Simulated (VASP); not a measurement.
FePt:

```
Pt Fe
1.0
     2.68669    0.00000    0.00000
     0.00000    2.68669    0.00000
     0.00000    0.00000    3.66972
Pt Fe
1 1
Direct
  0.50000 0.50000 0.50000
  0.00000 0.00000 0.00000
```

Base run:

```yaml
Program: VASP 6.6.1
Functional: PBEsol
Potentials_or_basis: VASP PAW PBE potentials, release 64 (Pt, Fe)
Cutoff: 520 eV
k_mesh: 10 × 10 × 7
Occupations: fermi-dirac, width 0.05 eV
Spin: collinear spin, ferromagnetic start
Starting_moments: "[0.0, 3.0] μB"
```

Its results: pressure 2.9 GPa; net moment 3.21 μB per cell; site moments Pt +0.33; Fe +2.84 μB.

Question: The run is repeated on the same cell with these changes: functional from PBEsol to LDA; potentials or basis from VASP PAW PBE potentials, release 64 (Pt, Fe) to VASP PAW LDA potentials, release 64 (Pt, Fe). What comes out?

Answer: Pressure -3.8 GPa; net moment 3.15 μB per cell; site moments Pt +0.35; Fe +2.74 μB.

Caveats: the PAW data sets were made with another functional, which shifts forces and pressure a little (at least some runs); the cell stands under tension (at least some runs).
